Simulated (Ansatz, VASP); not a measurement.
# Sc3B2Sb: VASP beside Ansatz

```
Sc B Sb
1.0
     6.75927    0.00000    0.00000
    -3.37964    5.85370    0.00000
     0.00000    0.00000    3.18679
Sc B Sb
3 2 1
Direct
  0.48377 0.51623 0.00000
  0.48377 0.96753 0.00000
  0.03247 0.51623 0.00000
  0.66667 0.33333 0.00000
  0.66667 0.33333 0.50000
  0.00000 0.00000 0.00000
```

Alike in both runs: task relaxation of cell and atoms; functional PBE; k mesh 3 × 3 × 6; occupations gaussian, width 0.1 eV; no spin polarisation.

```csv
,VASP,Ansatz
version,VASP 6.6.1,Ansatz 0.2.0
potentials or method,"VASP PAW PBE potentials, release 64 (Sc_sv, B, Sb), cutoff 600 eV","scalar-relativistic, plane waves, PAW"
valence electrons in the cell,44,54
```

|  | VASP | Ansatz | Ansatz less VASP |
| --- | --- | --- | --- |
| gap on the k mesh at the Fermi level, each at its own relaxed structure (eV) | none | none | - |
| relaxed volume (Å³/atom) | 21.01 | 21.07 | +0.062 |
| relaxed length of the cell vector where the two differ most in proportion (Å) | 6.784 | 6.791 | +0.0079 |

A gap of «none» marks a metal or a gap that the smearing closes. VASP's potentials hold 44 valence electrons a cell and Ansatz's 54, so a difference there can come from the potentials and not from the codes.

Spin-orbit coupling is off throughout.
